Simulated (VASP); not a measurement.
Wanted: the native input for a VASP 6.6.1 run.

| Item | Value |
| --- | --- |
| Task | relaxation of cell and atoms |
| Functional | PBE |
| Potentials or basis | VASP PAW PBE potentials, release 64 (Sb) |
| Cutoff | 600 eV |
| k mesh | 14 × 14 × 14 |
| Occupations | fermi-dirac, width 0.1 eV |
| Spin | no spin polarisation |
| Target pressure | 8.4 GPa |
| Dipole correction | no |
| Further INCAR settings | ALGO = Normal; EDIFF = 1e-06; IBRION = 2; EDIFFG = -0.005; NSW = 32; ISIF = 3 |

The structure of Sb lies in POSCAR:

```
Sb
1.0
    0.0000000000      2.3084406308      2.3084406308
    2.3084406308      0.0000000000      2.3084406308
    2.3084406308      2.3084406308      0.0000000000
Sb
1
Direct
    0.0000000000      0.0000000000      0.0000000000
```

These files were run (other wordings do the same):

INCAR

```
SYSTEM = Sb
PREC     = Accurate       ! precision mode
ENCUT    = 600            ! plane-wave cutoff, eV
EDIFF    = 1E-6           ! SCF threshold, eV
ISMEAR   = -1             ! smearing method
SIGMA    = 0.1            ! smearing width, eV
LREAL    = .False.        ! projectors in reciprocal space
LASPH    = .True.         ! aspherical terms in the spheres
NELM     = 80             ! most SCF steps
ALGO     = Normal         ! electronic algorithm
ISIF     = 3              ! what is computed and relaxed
LWAVE    = .False.        ! write WAVECAR
LCHARG   = .False.        ! write CHGCAR
GGA      = PE             ! functional
IBRION   = 2              ! ionic algorithm
NSW      = 32             ! ionic steps
EDIFFG   = -0.005         ! ionic threshold
PSTRESS  = 84.0
```

KPOINTS

```
Automatic mesh
0
Gamma
  14 14 14
  0 0 0
```

Potentials or basis: VASP PAW PBE potentials, release 64 (Sb).

Command:

```console
$ cat potpaw_PBE.64/Sb/POTCAR > POTCAR
$ mpirun -np 1 vasp_std > vasp.out
```

It gave:

| Quantity | Value |
| --- | --- |
| Relaxed volume | 24.56 Å³/atom |
| Relaxed cell | a = 3.263 Å, b = 3.263 Å, c = 3.263 Å, α = 60.00°, β = 60.00°, γ = 60.00° |
| Space group after relaxing (to 0.05 Å) | Fm-3m (No. 225) |
| Energy change on relaxing (the enthalpy is what falls) | +2.1 meV/atom |
| Ionic steps | 3 |
| Pressure after relaxing | 8.4 GPa |

Caveat: the cell is relaxed towards a set pressure, so the enthalpy falls and the energy may rise.

It took 31 s on 1 thread of Intel Xeon 6975P-C, with other jobs on the host, peak memory 0.17 GiB.
